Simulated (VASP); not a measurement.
# NbAs (I4_1md) in VASP: single point with PBE

Aim: the single point of NbAs with PBE.

All numbers are computed with VASP 6.6.1; they aren't measurements. Logs are shortened: lines on timing, memory, paths and dates and some standing lists are left out, and cuts for length are marked.

**1. The cell of the first run**

The structure is tetragonal, space group I4_1md (No. 109). Conventional cell: a = 3.456 Å, b = 3.456 Å, c = 11.648 Å, α = 90.00°, β = 90.00°, γ = 90.00°. Nb (site symmetry 2mm) has 6 As at 2.62 Å and 8 Nb at 3.39 to 3.46 Å within 3.5 Å. Within 3.5 Å of As (site symmetry 2mm) lie 6 Nb at 2.62 Å and 8 As at 3.39 to 3.46 Å.

**2. Single point, PBE**

INCAR reads:

```
ALGO     = Normal         # electronic algorithm
EDIFF    = 1E-6           # SCF threshold, eV
ENCUT    = 520            # plane-wave cutoff, eV
GGA      = PE             # functional
ISIF     = 2              # what is computed and relaxed
ISMEAR   = 0              # smearing method
LASPH    = T              # aspherical terms in the spheres
LCHARG   = T              # write CHGCAR
LELF     = T              # ELF
LREAL    = F              # projectors in reciprocal space
LVHAR    = T            
LWAVE    = F              # write WAVECAR
NBANDS   = 26             # bands
NELM     = 80             # most SCF steps
PREC     = Accurate       # precision mode
SIGMA    = 0.05           # smearing width, eV
```

KPOINTS reads:

```
k-points
0
Gamma
  16 16 16
```

POSCAR reads:

```
NbAs
1.0
   -1.7282049019      1.7282049019      5.8240953381
    1.7282049019     -1.7282049019      5.8240953381
    1.7282049019      1.7282049019     -5.8240953381
Nb As
2 2
Direct
   -0.0012521700     -0.0012521700      0.0000000000
    0.7487478300      0.2487478300      0.5000000000
    0.4172521700      0.4172521700      0.0000000000
    0.1672521700      0.6672521700      0.5000000000
```

Potentials or basis: VASP PAW PBE potentials, release 64 (Nb_sv, As).

Started as:

```console
$ cat potpaw_PBE.64/Nb_sv/POTCAR potpaw_PBE.64/As/POTCAR > POTCAR
$ mpirun -np 1 vasp_std > vasp.out
```

OUTCAR:

```text
EDIFF = 1E-6
   ENCUT = 520
   GGA = PE
   ISIF = 2
   ISMEAR = 0
   LASPH = T
   LREAL = F
   NELM = 80
   PREC = Accurate

 ion  position               nearest neighbor table
   1  0.999  0.999  0.000-   4 2.62   4 2.62   3 2.62   3 2.62   3 2.62   3 2.62
   2  0.749  0.249  0.500-   3 2.62   3 2.62   4 2.62   4 2.62   4 2.62   4 2.62
   3  0.417  0.417  0.000-   2 2.62   2 2.62   1 2.62   1 2.62   1 2.62   1 2.62
   4  0.167  0.667  0.500-   1 2.62   1 2.62   2 2.62   2 2.62   2 2.62   2 2.62

  LATTYP: Found a body centered tetragonal cell.
 ALAT       =     3.4564098038
 C/A-ratio  =     3.3700259337

  Lattice vectors:

 A1 = (  -1.7282049019,   1.7282049019,   5.8240953381)
 A2 = (   1.7282049019,  -1.7282049019,   5.8240953381)
 A3 = (   1.7282049019,   1.7282049019,  -5.8240953381)

Analysis of symmetry for initial positions (statically):
=====================================================================
 Subroutine PRICEL returns:
 Original cell was already a primitive cell.

 Routine SETGRP: Setting up the symmetry group for a
 body centered tetragonal supercell.

 Subroutine GETGRP returns: Found  8 space group operations
 (whereof  4 operations were pure point group operations)
 out of a pool of 16 trial point group operations.

The static configuration has the point symmetry C_2v.
 The point group associated with its full space group is C_4v.

Analysis of symmetry for dynamics (positions and initial velocities):
=====================================================================
 Subroutine PRICEL returns:
 Original cell was already a primitive cell.

 Routine SETGRP: Setting up the symmetry group for a
 body centered tetragonal supercell.

 Subroutine GETGRP returns: Found  8 space group operations
 (whereof  4 operations were pure point group operations)
 out of a pool of 16 trial point group operations.

The dynamic configuration has the point symmetry C_2v.
 The point group associated with its full space group is C_4v.

 Subroutine INISYM returns: Found  8 space group operations
 (whereof  4 operations are pure point group operations),
 and found     1 'primitive' translations

----------------------------------------------------------------------------------------

                                     Primitive cell

  volume of cell :      69.5791

  direct lattice vectors                    reciprocal lattice vectors
    -1.728204902  1.728204902  5.824095338     0.000000000  0.289317545  0.085850243
     1.728204902 -1.728204902  5.824095338     0.289317545  0.000000000  0.085850243
     1.728204902  1.728204902 -5.824095338     0.289317545  0.289317545  0.000000000

  length of vectors
     6.316127839  6.316127839  6.316127839     0.301786193  0.301786193  0.409156796

  position of ions in fractional coordinates (direct lattice)
     0.998747830  0.998747830  0.000000000
     0.748747830  0.248747830  0.500000000
     0.417252170  0.417252170  0.000000000
     0.167252170  0.667252170  0.500000000

  ion indices of the primitive-cell ions
   primitive index   ion index
                 1           1
                 2           2
                 3           3
                 4           4

----------------------------------------------------------------------------------------

 KPOINTS: k-points

Automatic generation of k-mesh.
 Grid dimensions read from file:
 generate k-points for:   16   16   16

 Generating k-lattice:

  Cartesian coordinates                     Fractional coordinates (reciprocal lattice)
     0.000000000  0.018082347  0.005365640     0.062500000  0.000000000  0.000000000
     0.018082347  0.000000000  0.005365640     0.000000000  0.062500000  0.000000000
     0.018082347  0.018082347  0.000000000     0.000000000  0.000000000  0.062500000

  Length of vectors
     0.018861637  0.018861637  0.025572300

  Shift w.r.t. Gamma in fractional coordinates (k-lattice)
     0.000000000  0.000000000  0.000000000

 Subroutine IBZKPT returns following result:
 ===========================================

 Found    349 irreducible k-points:

 Following reciprocal coordinates:
            Coordinates               Weight
  0.000000  0.000000  0.000000      1.000000
  0.062500  0.000000  0.000000      8.000000
  0.125000  0.000000  0.000000      8.000000
  0.187500 -0.000000  0.000000      8.000000
  0.250000  0.000000  0.000000      8.000000
  0.312500 -0.000000  0.000000      8.000000
[... 16 lines left out ...]
 -0.125000  0.062500 -0.000000     16.000000
 -0.062500  0.062500  0.000000      4.000000
 [... further k-points ...]
   k-points           NKPTS =    349   k-points in BZ     NKDIM =    349   number of bands    NBANDS=     26
   number of dos      NEDOS =    301   number of ions     NIONS =      4
   total plane-waves  NPLWV = 110592
   dimension x,y,z NGX =    48 NGY =   48 NGZ =   48
   dimension x,y,z NGXF=    96 NGYF=   96 NGZF=   96
   ions per type =               2   2
   NGX,Y,Z   is equivalent  to a cutoff of  12.63, 12.63, 12.63 a.u.
   NGXF,Y,Z  is equivalent  to a cutoff of  25.27, 25.27, 25.27 a.u.
 SYSTEM =  unknown system
   PREC   = accura    normal or accurate (medium, high low for compatibility)
   ISTART =      0    job   : 0-new  1-cont  2-samecut
   ICHARG =      2    charge: 1-file 2-atom 10-const
   ISPIN  =      1    spin polarized calculation?
   LNONCOLLINEAR =      F non collinear calculations
   LSORBIT =      F    spin-orbit coupling
   LASPH  =      T    aspherical Exc in radial PAW
   ENCUT  =  520.0 eV  38.22 Ry    6.18 a.u.  11.74 11.74 11.74*2*pi/ulx,y,z
   NELM   =     80;   NELMIN=  2; NELMDL= -5     # of ELM steps
   EDIFF  = 0.1E-05   stopping-criterion for ELM
   LREAL  =      F    real-space projection
   EDIFFG = 0.1E-04   stopping-criterion for IOM
   NSW    =      0    number of steps for IOM
   IBRION =     -1    ionic relax: 0-MD 1-quasi-New 2-CG
   NFREE  =      0    steps in history (QN), initial steepest desc. (CG)
   ISIF   =      2    stress and relaxation
   ISYM   =      2    0-nonsym 1-usesym 2-fastsym
   POTIM  = 0.5000    time-step for ionic-motion
   TEBEG  =    0.0;   TEEND  =   0.0 temperature during run
   PSTRESS=    0.0 pullay stress
   NELECT =      36.0000    total number of electrons
   NUPDOWN=      -1.0000    fix difference up-down
   EMIN   =  10.00;   EMAX   =-10.00  energy-range for DOS
   EFERMI =   0.00;   METHOD = LEGACY
   ISMEAR =     0;   SIGMA  =   0.05  broadening in eV -4-tet -1-fermi 0-gaus
   EFERMI_NEDOS =   21; number of points for ismear=-14 and -15
   IALGO  =     38    algorithm
   IMIX   =      4    mixing-type and parameters
     AMIX     =   0.40;   BMIX     =  1.00
     AMIX_MAG =   1.60;   BMIX_MAG =  1.00
  volume/ion in A,a.u.               =      17.39       117.39
  Fermi-wavevector in a.u.,A,eV,Ry     =   1.314264  2.483599 23.501213  1.727290
  Thomas-Fermi vector in A             =   2.444529
   LORBIT       =      0    0 simple, 1 ext, 2 COOP (PROOUT), +10 PAW based schemes
   GGA     = PE    functional components
   LHFCALC =     F    Hartree Fock is set to
   AEXX    =    0.0000 exact exchange contribution
   IVDW    =     0    specifies the selected vdW correction
   LEPSILON=     F    determine dielectric tensor
   LRPA    =     F    only Hartree local field effects (RPA)
 non-spin polarized calculation
 Gauss-broadening in eV      SIGMA  =   0.05
  energy-cutoff  :      520.00
  volume of cell :       69.58
 maximum number of plane-waves:      1896
   NGX = 23   NGY = 23   NGZ = 23

 number of electron      36.0000000 magnetization

 Free energy of the ion-electron system (eV)
  ---------------------------------------------------
  ext. energy  EPLUGINS =         0.00000000
  ---------------------------------------------------
  free energy    TOTEN  =       -32.51990977 eV

  energy without entropy =      -32.51917662  energy(sigma->0) =      -32.51954319

 E-fermi :   9.6453     XC(G=0): -11.8503

 val. band max:        9.6433285875   @ k =  -0.0625  -0.4375   0.0625
 cond. band min:       9.6618769603   @ k =  -0.0625   0.5000   0.0625
 fundamental gap:      0.0185483728
 Fermi energy:         9.6453497401

 k-point     1 :       0.0000    0.0000    0.0000
  band No.  band energies     occupation
      1     -45.4807      2.00000
      2     -45.4518      2.00000
      3     -21.6939      2.00000
      4     -21.5913      2.00000
      5     -21.5913      2.00000
      6     -21.4400      2.00000
[... 18 lines left out ...]
     25      13.5350      0.00000
     26      13.5368      0.00000

 k-point     2 :       0.0625    0.0000    0.0000
  band No.  band energies     occupation
      1     -45.4801      2.00000
      2     -45.4516      2.00000
      3     -21.6912      2.00000
      4     -21.5989      2.00000
      5     -21.5905      2.00000
      6     -21.4477      2.00000
[... 18 lines left out ...]
     25      13.6522      0.00000
     26      13.7040      0.00000

 k-point     3 :       0.1250    0.0000    0.0000
  band No.  band energies     occupation
      1     -45.4782      2.00000
      2     -45.4509      2.00000
      3     -21.6847      2.00000
      4     -21.6193      2.00000
      5     -21.5885      2.00000
      6     -21.4688      2.00000
[... 18 lines left out ...]
     25      13.8279      0.00000
     26      14.1418      0.00000

 k-point     4 :       0.1875   -0.0000    0.0000
  band No.  band energies     occupation
      1     -45.4753      2.00000
      2     -45.4500      2.00000
      3     -21.6842      2.00000
      4     -21.6403      2.00000
      5     -21.5854      2.00000
      6     -21.4989      2.00000
[... 18 lines left out ...]
     25      14.0077      0.00000
     26      14.7039      0.00000
[... 496 lines left out ...]
      1     -45.4751      2.00000
      2     -45.4494      2.00000
      3     -21.6844      2.00000
      4     -21.6404      2.00000
      5     -21.5922      2.00000
      6     -21.4985      2.00000
[... 18 lines left out ...]
     25      14.0836      0.00000
     26      14.5599      0.00000

 k-point    23 :      -0.1250    0.0625   -0.0000
  band No.  band energies     occupation
      1     -45.4778      2.00000
      2     -45.4504      2.00000
      3     -21.6848      2.00000
      4     -21.6187      2.00000
      5     -21.5955      2.00000
      6     -21.4682      2.00000
[... 18 lines left out ...]
     25      13.7362      0.00000
     26      14.1621      0.00000

 k-point    24 :      -0.0625    0.0625    0.0000
  band No.  band energies     occupation
      1     -45.4796      2.00000
      2     -45.4512      2.00000
      3     -21.6900      2.00000
      4     -21.5993      2.00000
      5     -21.5968      2.00000
      6     -21.4479      2.00000
[... 18 lines left out ...]
     25      13.4282      0.00000
     26      13.8914      0.00000

 [... further k-points ...]

------------------------ aborting loop because EDIFF is reached ----------------------------------------

  FORCE on cell =-STRESS in cart. coord.  units (eV):
  Direction    XX          YY          ZZ          XY          YZ          ZX
  --------------------------------------------------------------------------------------
  -------------------------------------------------------------------------------------
  Total        1.3519337      1.3519337      1.3264960      0.0000000      0.0000000      0.0000000
  in kB       31.1305676     31.1305676     30.5448221      0.0000000      0.0000000      0.0000000
  external PRESSURE =      30.9353191 kB  Pullay stress =       0.0000000 kB

 VOLUME and BASIS-vectors are now :
 -----------------------------------------------------------------------------
  energy-cutoff  :      520.00
  volume of cell :       69.58
      direct lattice vectors                 reciprocal lattice vectors
    -1.728204902  1.728204902  5.824095338     0.000000000  0.289317545  0.085850243
     1.728204902 -1.728204902  5.824095338     0.289317545  0.000000000  0.085850243
     1.728204902  1.728204902 -5.824095338     0.289317545  0.289317545  0.000000000

 POSITION                                       TOTAL-FORCE (eV/Angst)
 -----------------------------------------------------------------------------------
      0.00000      0.00000     11.63361        -0.000000     -0.000000     -0.000802
     -0.00000      1.72820      2.89746         0.000000      0.000000     -0.000802
      0.00000      0.00000      4.86023        -0.000000     -0.000000      0.000802
      1.72820      0.00000      1.94819        -0.000000     -0.000000      0.000802
 -----------------------------------------------------------------------------------
    total drift:                                0.000000      0.000000      0.000003

  FREE ENERGIE OF THE ION-ELECTRON SYSTEM (eV)
  ---------------------------------------------------
  free  energy   TOTEN  =       -32.5199097685 eV

  energy  without entropy=      -32.5191766193  energy(sigma->0) =      -32.51954319
```

It took 34 min on 1 thread of Intel Xeon 8259CL, shared host; peak memory 0.74 GiB.

Results:

- Free energy: -32.5199 eV
- Pressure: 3.1 GPa
- Band gap on the k mesh: zero (filled and empty bands overlap)

Caveat: the cell stands under pressure.
